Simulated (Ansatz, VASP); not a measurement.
## Al in VASP and in Ansatz

```
Al
1.0
     0.00000    2.13665    1.81615
     2.13665    0.00000    1.81615
     2.13665    2.13665    0.00000
Al
1
Direct
  0.00000 0.00000 0.00000
```

Alike in both runs: task single point; functional LDA; k mesh 22 × 22 × 22; occupations gaussian, width 0.15 eV; no spin polarisation.

```csv
,VASP,Ansatz
version,VASP 6.6.1,Ansatz 0.2.0
potentials or method,"VASP PAW LDA potentials, release 64 (Al), cutoff 520 eV","scalar-relativistic, plane waves, PAW"
valence electrons in the cell,3,3
```

|  | VASP | Ansatz | Ansatz less VASP |
| --- | --- | --- | --- |
| gap on the k mesh at the Fermi level (eV) | none | none | - |
| pressure (GPa) | -2.3 | -2.4 | -0.06 |
| traceless stress, the component that is largest in VASP (GPa) | 4.60 | 4.56 | -0.033 |

LDA's correlation is that of Perdew and Zunger in VASP and of Perdew and Wang (1992) in Ansatz. A gap of «none» marks a metal or a gap that the smearing closes.
